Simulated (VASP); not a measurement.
# AgI (Iodargyrite) (P6_3mc) in VASP: notebook

The runs below take AgI (Iodargyrite) through single point, relaxation of cell and atoms, with PBE+D3(BJ).

All numbers are computed with VASP 6.6.1; they aren't measurements. Logs are shortened: lines on timing, memory, paths and dates and some standing lists are left out, and cuts for length are marked.

**1. The cell of the first run**

The structure is hexagonal, space group P6_3mc (No. 186). The conventional cell has a = 4.594 Å, b = 4.594 Å, c = 7.522 Å, α = 90.00°, β = 90.00°, γ = 120.00°. Ag (site symmetry 3m) has 4 I at 2.82 Å within 3.7 Å. I (site symmetry 3m) has 4 Ag at 2.82 Å within 3.7 Å.

**2. Single point, PBE+D3(BJ)**

The input, INCAR:

```
PREC = Accurate ; ENCUT = 500
EDIFF = 1E-6 ; ISMEAR = 0
SIGMA = 0.02 ; LREAL = False
LASPH = True ; NELM = 120
ALGO = Normal ; ISIF = 2
LWAVE = False ; LCHARG = False
GGA = PE ; IVDW = 12
NBANDS = 26 ; GGA_COMPAT = False
```

The input, KPOINTS:

```
Automatic mesh
0
Gamma
  9 9 4
```

The input, POSCAR:

```
AgI
1.0
    4.5939384300      0.0000000000      0.0000000000
   -2.2969692150      3.9784673838      0.0000000000
    0.0000000000      0.0000000000      7.5220138508
Ag I
2 2
Direct
    0.6666666667      0.3333333333      0.6277924059
    0.3333333333      0.6666666667      0.1277924059
    0.6666666667      0.3333333333      0.0022075941
    0.3333333333      0.6666666667      0.5022075941
```

Potentials or basis: VASP PAW PBE potentials, release 64 (Ag, I).

Run with:

```sh
cat potpaw_PBE.64/Ag/POTCAR potpaw_PBE.64/I/POTCAR > POTCAR
mpirun -np 1 vasp_std > vasp.out
```

OUTCAR:

```text
PREC = Accurate
   ENCUT = 500
   EDIFF = 1E-6
   ISMEAR = 0
   LREAL = False
   LASPH = True
   NELM = 120
   ISIF = 2
   GGA = PE
   IVDW = 12
 IVDW          = 12

 ion  position               nearest neighbor table
   1  0.667  0.333  0.628-   4 2.82   4 2.82   4 2.82   3 2.82
   2  0.333  0.667  0.128-   3 2.82   3 2.82   3 2.82   4 2.82
   3  0.667  0.333  0.002-   2 2.82   2 2.82   2 2.82   1 2.82
   4  0.333  0.667  0.502-   1 2.82   1 2.82   1 2.82   2 2.82

  LATTYP: Found a hexagonal cell.
 ALAT       =     4.5939384300
 C/A-ratio  =     1.6373780288

  Lattice vectors:

 A1 = (   4.5939384300,   0.0000000000,   0.0000000000)
 A2 = (  -2.2969692150,   3.9784673838,   0.0000000000)
 A3 = (   0.0000000000,   0.0000000000,   7.5220138508)

Analysis of symmetry for initial positions (statically):
=====================================================================
 Subroutine PRICEL returns:
 Original cell was already a primitive cell.

 Routine SETGRP: Setting up the symmetry group for a
 hexagonal supercell.

 Subroutine GETGRP returns: Found 12 space group operations
 (whereof  6 operations were pure point group operations)
 out of a pool of 24 trial point group operations.

The static configuration has the point symmetry C_3v.
 The point group associated with its full space group is C_6v.

Analysis of symmetry for dynamics (positions and initial velocities):
=====================================================================
 Subroutine PRICEL returns:
 Original cell was already a primitive cell.

 Routine SETGRP: Setting up the symmetry group for a
 hexagonal supercell.

 Subroutine GETGRP returns: Found 12 space group operations
 (whereof  6 operations were pure point group operations)
 out of a pool of 24 trial point group operations.

The dynamic configuration has the point symmetry C_3v.
 The point group associated with its full space group is C_6v.

 Subroutine INISYM returns: Found 12 space group operations
 (whereof  6 operations are pure point group operations),
 and found     1 'primitive' translations

----------------------------------------------------------------------------------------

                                     Primitive cell

  volume of cell :     137.4786

  direct lattice vectors                    reciprocal lattice vectors
     4.593938430  0.000000000  0.000000000     0.217678146  0.125676536  0.000000000
    -2.296969215  3.978467384  0.000000000     0.000000000  0.251353072  0.000000000
     0.000000000  0.000000000  7.522013851     0.000000000  0.000000000  0.132943121

  length of vectors
     4.593938430  4.593938430  7.522013851     0.251353072  0.251353072  0.132943121

  position of ions in fractional coordinates (direct lattice)
     0.666666667  0.333333333  0.627792406
     0.333333333  0.666666667  0.127792406
     0.666666667  0.333333333  0.002207594
     0.333333333  0.666666667  0.502207594

  ion indices of the primitive-cell ions
   primitive index   ion index
                 1           1
                 2           2
                 3           3
                 4           4

----------------------------------------------------------------------------------------

 KPOINTS: Automatic mesh

Automatic generation of k-mesh.
 Grid dimensions read from file:
 generate k-points for:    9    9    4

 Generating k-lattice:

  Cartesian coordinates                     Fractional coordinates (reciprocal lattice)
     0.024186461  0.013964060  0.000000000     0.111111111 -0.000000000  0.000000000
     0.000000000  0.027928119  0.000000000     0.000000000  0.111111111  0.000000000
     0.000000000  0.000000000  0.033235780     0.000000000  0.000000000  0.250000000

  Length of vectors
     0.027928119  0.027928119  0.033235780

  Shift w.r.t. Gamma in fractional coordinates (k-lattice)
     0.000000000  0.000000000  0.000000000

 Subroutine IBZKPT returns following result:
 ===========================================

 Found     36 irreducible k-points:

 Following reciprocal coordinates:
            Coordinates               Weight
  0.000000  0.000000  0.000000      1.000000
  0.111111  0.000000  0.000000      6.000000
  0.222222  0.000000  0.000000      6.000000
  0.333333  0.000000  0.000000      6.000000
  0.444444  0.000000  0.000000      6.000000
  0.111111  0.111111  0.000000      6.000000
[... 16 lines left out ...]
  0.333333  0.222222  0.250000     24.000000
  0.333333  0.333333  0.250000      4.000000
 [... further k-points ...]
   k-points           NKPTS =     36   k-points in BZ     NKDIM =     36   number of bands    NBANDS=     26
   number of dos      NEDOS =    301   number of ions     NIONS =      4
   total plane-waves  NPLWV =  72576
   dimension x,y,z NGX =    36 NGY =   36 NGZ =   56
   dimension x,y,z NGXF=    72 NGYF=   72 NGZF=  112
   ions per type =               2   2
   NGX,Y,Z   is equivalent  to a cutoff of  13.03, 13.03, 12.38 a.u.
   NGXF,Y,Z  is equivalent  to a cutoff of  26.06, 26.06, 24.75 a.u.
 SYSTEM =  unknown system
   PREC   = accura    normal or accurate (medium, high low for compatibility)
   ISTART =      0    job   : 0-new  1-cont  2-samecut
   ICHARG =      2    charge: 1-file 2-atom 10-const
   ISPIN  =      1    spin polarized calculation?
   LNONCOLLINEAR =      F non collinear calculations
   LSORBIT =      F    spin-orbit coupling
   LASPH  =      T    aspherical Exc in radial PAW
   ENCUT  =  500.0 eV  36.75 Ry    6.06 a.u.   8.38  8.38 13.71*2*pi/ulx,y,z
   NELM   =    120;   NELMIN=  2; NELMDL= -5     # of ELM steps
   EDIFF  = 0.1E-05   stopping-criterion for ELM
   LREAL  =      F    real-space projection
   EDIFFG = 0.1E-04   stopping-criterion for IOM
   NSW    =      0    number of steps for IOM
   IBRION =     -1    ionic relax: 0-MD 1-quasi-New 2-CG
   NFREE  =      0    steps in history (QN), initial steepest desc. (CG)
   ISIF   =      2    stress and relaxation
   ISYM   =      2    0-nonsym 1-usesym 2-fastsym
   POTIM  = 0.5000    time-step for ionic-motion
   TEBEG  =    0.0;   TEEND  =   0.0 temperature during run
   PSTRESS=    0.0 pullay stress
   NELECT =      36.0000    total number of electrons
   NUPDOWN=      -1.0000    fix difference up-down
   EMIN   =  10.00;   EMAX   =-10.00  energy-range for DOS
   EFERMI =   0.00;   METHOD = LEGACY
   ISMEAR =     0;   SIGMA  =   0.02  broadening in eV -4-tet -1-fermi 0-gaus
   EFERMI_NEDOS =   21; number of points for ismear=-14 and -15
   IALGO  =     38    algorithm
   IMIX   =      4    mixing-type and parameters
     AMIX     =   0.40;   BMIX     =  1.00
     AMIX_MAG =   1.60;   BMIX_MAG =  1.00
  volume/ion in A,a.u.               =      34.37       231.94
  Fermi-wavevector in a.u.,A,eV,Ry     =   1.047363  1.979229 14.925178  1.096970
  Thomas-Fermi vector in A             =   2.182240
   LORBIT       =      0    0 simple, 1 ext, 2 COOP (PROOUT), +10 PAW based schemes
   GGA     = PE    functional components
   LHFCALC =     F    Hartree Fock is set to
   AEXX    =    0.0000 exact exchange contribution
   IVDW    =    12    specifies the selected vdW correction
   LEPSILON=     F    determine dielectric tensor
   LRPA    =     F    only Hartree local field effects (RPA)
 non-spin polarized calculation
 Gauss-broadening in eV      SIGMA  =   0.02
  energy-cutoff  :      500.00
  volume of cell :      137.48
 maximum number of plane-waves:      3525
 NGX is ok and might be reduce to    36
   NGX = 17   NGY = 17   NGZ = 27

 number of electron      36.0000007 magnetization

 Free energy of the ion-electron system (eV)
  ---------------------------------------------------
  ext. energy  EPLUGINS =         0.00000000
  ---------------------------------------------------
  free energy    TOTEN  =        -9.54127186 eV

  energy without entropy =       -9.54127186  energy(sigma->0) =       -9.54127186

 E-fermi :   3.1859     XC(G=0):  -8.4096

 val. band max:        3.0929007337   @ k =   0.0000   0.0000   0.0000
 cond. band min:       4.4626818260   @ k =   0.0000   0.0000   0.0000
 fundamental gap:      1.3697810923
 Fermi energy:         3.1858675593

 k-point     1 :       0.0000    0.0000    0.0000
  band No.  band energies     occupation
      1      -9.6948      2.00000
      2      -9.4059      2.00000
      3      -1.0915      2.00000
      4      -1.0836      2.00000
      5      -1.0836      2.00000
      6      -1.0250      2.00000
[... 18 lines left out ...]
     25       9.7509      0.00000
     26      10.4403      0.00000

 k-point     2 :       0.1111    0.0000    0.0000
  band No.  band energies     occupation
      1      -9.6662      2.00000
      2      -9.3914      2.00000
      3      -1.1104      2.00000
      4      -1.0700      2.00000
      5      -1.0631      2.00000
      6      -0.9777      2.00000
[... 18 lines left out ...]
     25       9.9965      0.00000
     26      10.2255      0.00000

 k-point     3 :       0.2222    0.0000    0.0000
  band No.  band energies     occupation
      1      -9.5899      2.00000
      2      -9.3566      2.00000
      3      -1.1690      2.00000
      4      -1.0389      2.00000
      5      -1.0129      2.00000
      6      -0.9333      2.00000
[... 18 lines left out ...]
     25       9.9736      0.00000
     26      10.6724      0.00000

 k-point     4 :       0.3333    0.0000    0.0000
  band No.  band energies     occupation
      1      -9.4937      2.00000
      2      -9.3231      2.00000
      3      -1.2091      2.00000
      4      -1.0520      2.00000
      5      -0.9602      2.00000
      6      -0.8452      2.00000
[... 18 lines left out ...]
     25      10.4631      0.00000
     26      10.9127      0.00000
[... 496 lines left out ...]
      1      -9.4264      2.00000
      2      -9.3319      2.00000
      3      -1.1583      2.00000
      4      -1.1108      2.00000
      5      -0.9251      2.00000
      6      -0.8985      2.00000
[... 18 lines left out ...]
     25      10.1669      0.00000
     26      11.0448      0.00000

 k-point    23 :       0.3333    0.2222    0.2500
  band No.  band energies     occupation
      1      -9.3693      2.00000
      2      -9.3216      2.00000
      3      -1.1203      2.00000
      4      -1.0546      2.00000
      5      -0.9466      2.00000
      6      -0.8027      2.00000
[... 18 lines left out ...]
     25      10.7298      0.00000
     26      11.1720      0.00000

 k-point    24 :       0.3333    0.3333    0.2500
  band No.  band energies     occupation
      1      -9.3338      2.00000
      2      -9.3338      2.00000
      3      -1.0388      2.00000
      4      -0.9946      2.00000
      5      -0.9945      2.00000
      6      -0.7751      2.00000
[... 18 lines left out ...]
     25      11.3441      0.00000
     26      11.3548      0.00000

 [... further k-points ...]

------------------------ aborting loop because EDIFF is reached ----------------------------------------

 Edisp (eV)   -1.28650

 E8    (eV) :    -0.5628

  FORCE on cell =-STRESS in cart. coord.  units (eV):
  Direction    XX          YY          ZZ          XY          YZ          ZX
  --------------------------------------------------------------------------------------
  -------------------------------------------------------------------------------------
  Total      -0.07188    -0.07188    -0.05893     0.00000     0.00000     0.00000
  in kB      -0.83770    -0.83770    -0.68676     0.00000     0.00000     0.00000
  external pressure =       -0.79 kB  Pullay stress =        0.00 kB

 VOLUME and BASIS-vectors are now :
 -----------------------------------------------------------------------------
  energy-cutoff  :      500.00
  volume of cell :      137.48
      direct lattice vectors                 reciprocal lattice vectors
     4.593938430  0.000000000  0.000000000     0.217678146  0.125676536  0.000000000
    -2.296969215  3.978467384  0.000000000     0.000000000  0.251353072  0.000000000
     0.000000000  0.000000000  7.522013851     0.000000000  0.000000000  0.132943121

 POSITION                                       TOTAL-FORCE (eV/Angst)
 -----------------------------------------------------------------------------------
      2.29697      1.32616      4.72226         0.000000     -0.000000      0.003002
     -0.00000      2.65231      0.96126        -0.000000      0.000000      0.003002
      2.29697      1.32616      0.01661         0.000000     -0.000000     -0.003002
     -0.00000      2.65231      3.77761        -0.000000      0.000000     -0.003002
 -----------------------------------------------------------------------------------
    total drift:                               -0.000000     -0.000000     -0.000838

  FREE ENERGIE OF THE ION-ELECTRON SYSTEM (eV)
  ---------------------------------------------------
  free  energy   TOTEN  =       -10.8277684055 eV

  energy  without entropy=      -10.8277684055  energy(sigma->0) =      -10.82776841
```

Wall time 1.7 min (1 thread of AMD EPYC 9R45 (Zen 5), shared host); peak memory 0.28 GiB.

Results:

```yaml
Free_energy: -10.8278 eV
Pressure: -0.1 GPa
Largest_force: 0.003 eV/Å
Band_gap_on_the_k_mesh: 1.37 eV, direct
Dispersion_energy_per_atom: -0.322 eV
```

Forces in eV/Å, atoms in the order of the input:
```
Ag   0.000  0.000  0.003
Ag   0.000  0.000  0.003
I    0.000  0.000 -0.003
I    0.000  0.000 -0.003
```

Levels at points of the mesh, in eV from the valence-band top:
```tsv
k point	band 15	band 16	band 17	band 18	band 19	band 20	band 21	band 22
(0.00, 0.00, 0.00)	-0.71	-0.07	0.00	0.00	1.37	2.65	5.76	5.76
(0.00, 0.00, 0.50)	-0.37	-0.37	-0.37	-0.37	2.66	2.66	5.63	5.63
```

Caveat: spin-orbit coupling is left out, which moves the levels of the heavy elements. A k mesh can miss the band edges.

**3. Relaxation of cell and atoms, PBE+D3(BJ)**

This run uses another cell than the first one, of 36.43 Å³/atom, 1.060 times its volume.

The input, INCAR:

```
PREC = Accurate
ENCUT = 500
EDIFF = 1E-7
ISMEAR = 0
SIGMA = 0.02
LREAL = False
LASPH = True
NELM = 120
ALGO = Normal
ISIF = 3
LWAVE = False
LCHARG = False
GGA = PE
IVDW = 12
IBRION = 2
NSW = 70
EDIFFG = -0.005
GGA_COMPAT = False
NELMIN = 4
```

KPOINTS is that of step 2.

The input, POSCAR:

```
AgI
1.0
    4.6855431303      0.0000000000      0.0000000000
   -2.3427715651      4.0577993814      0.0000000000
    0.0000000000      0.0000000000      7.6643050809
Ag I
2 2
Direct
    0.6666666667      0.3333333333      0.6276457011
    0.3333333333      0.6666666667      0.1276457011
    0.6666666667      0.3333333333      0.0023542989
    0.3333333333      0.6666666667      0.5023542989
```

Potentials or basis: VASP PAW PBE potentials, release 64 (Ag, I).

Run with:

```sh
cat potpaw_PBE.64/Ag/POTCAR potpaw_PBE.64/I/POTCAR > POTCAR
mpirun -np 1 vasp_std > vasp.out
```

Run time: 8.6 min. Hardware: 1 thread of AMD EPYC 9R45 (Zen 5), shared host; peak memory 0.3 GiB.

It converged, with:

```yaml
Free_energy: -10.8288 eV
Relaxed_volume: 34.29 Å³/atom
Relaxed_cell: a = 4.590 Å, b = 4.590 Å, c = 7.516 Å, α = 90.00°, β = 90.00°, γ = 120.00°
Space_group_after_relaxing_to_0.05_Å: P6_3mc (No. 186)
Energy_gained_by_relaxing: 11.7 meV/atom
Ionic_steps: 8
Pressure_after_relaxing: 0.0 GPa
Largest_force_after_relaxing: 0.005 eV/Å
Band_gap_on_the_k_mesh: 1.37 eV, direct
Dispersion_energy_per_atom: -0.323 eV
```

Forces on the atoms (eV/Å):
```
Ag   0.000  0.000  0.005
Ag   0.000  0.000  0.005
I    0.000  0.000 -0.005
I    0.000  0.000 -0.005
```

The path:
```
step  energy change (eV)  largest force (eV/Å)  pressure (GPa)  volume (Å³)
   1              0.0000                0.0015           -1.64       145.72
   2             -0.0461                0.0032           -0.20       137.99
   3             -0.0467                0.0034            0.01       137.08
   4             -0.0467                0.0037           -0.04       137.25
   5             -0.0467                0.0043           -0.03       137.24
   6             -0.0467                0.0056           -0.03       137.23
   7             -0.0467                0.0050           -0.02       137.18
   8             -0.0467                0.0046           -0.02       137.15
```

Final structure:
```cif
data_structure
_symmetry_space_group_name_H-M 'P 1'
_symmetry_Int_Tables_number 1
_cell_length_a 4.5901
_cell_length_b 4.5901
_cell_length_c 7.5165
_cell_angle_alpha 90.000
_cell_angle_beta 90.000
_cell_angle_gamma 120.000
_cell_volume 137.15
loop_
_atom_site_label
_atom_site_type_symbol
_atom_site_fract_x
_atom_site_fract_y
_atom_site_fract_z
_atom_site_occupancy
Ag1 Ag 0.66667 0.33333 0.62776 1
Ag2 Ag 0.33333 0.66667 0.12776 1
I1 I 0.66667 0.33333 0.00224 1
I2 I 0.33333 0.66667 0.50224 1
```

Levels at points of the mesh, in eV from the valence-band top:
```tsv
k point	band 14	band 15	band 16	band 17	band 18	band 19	band 20	band 21	band 22
(0.00, 0.00, 0.00)	-0.71	-0.71	-0.07	0.00	0.00	1.37	2.64	5.75	5.75
(0.00, 0.00, 0.50)	-1.70	-0.37	-0.37	-0.37	-0.37	2.66	2.66	5.63	5.63
```

Caveat: spin-orbit coupling is left out, which moves the levels of the heavy elements.
